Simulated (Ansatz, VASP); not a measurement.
## Li2S: VASP beside Ansatz

The input INCAR:

```
PREC = Accurate
ENCUT = 750
EDIFF = 1E-6
ISMEAR = 0
SIGMA = 0.05
LREAL = F
LASPH = T
NELM = 120
ALGO = Normal
ISIF = 2
LWAVE = F
LCHARG = F
GGA = PS
NBANDS = 13
GGA_COMPAT = F
```

Contents of KPOINTS:

```
Automatic mesh
0
Gamma
  8 8 8
```

The input POSCAR:

```
Li2S
1.0
    0.0000000000      2.8469035030      2.8469035030
    2.8469035030      0.0000000000      2.8469035030
    2.8469035030      2.8469035030      0.0000000000
Li S
2 1
Direct
    0.2500000000      0.2500000000      0.2500000000
    0.7500000000      0.7500000000      0.7500000000
    0.0000000000      0.0000000000      0.0000000000
```

Input for Ansatz:

```yaml
crystal:
  lattice:
    - [0.0, 2.846903503, 2.846903503]
    - [2.846903503, 0.0, 2.846903503]
    - [2.846903503, 2.846903503, 0.0]
  atoms:
    - { symbol: Li, position: [0.25, 0.25, 0.25] }
    - { symbol: Li, position: [0.75, 0.75, 0.75] }
    - { symbol: S, position: [0.0, 0.0, 0.0] }
basis:
  ecutwfc: 420
  ecutrho_ratio: 4
kpoints:
  mp_grid: { grid: [8, 8, 8] }
hamiltonian:
  xc: pbesol
scf:
  occupations: { method: gaussian, width: 0.05 }
output:
  forces: true
  stress: true
  eigenvalues: true
```

Alike in both runs: task single point; functional PBEsol; k mesh 8 × 8 × 8; occupations gaussian, width 0.05 eV; no spin polarisation.

|  | VASP | Ansatz |
| --- | --- | --- |
| version | VASP 6.6.1 | Ansatz 0.2.0 |
| potentials or method | VASP PAW PBE potentials, release 64 (Li_sv, S), cutoff 750 eV | scalar-relativistic, plane waves, PAW |
| valence electrons in the cell | 12 | 12 |

```csv
,VASP,Ansatz,Ansatz less VASP
gap on the k mesh at the Fermi level (eV),3.22,3.22,0.000
least direct gap on the mesh (eV),4.11,4.11,-0.002
pressure (GPa),-0.9,-0.8,+0.06
```

VASP's potentials were made for PBE, not for PBEsol.
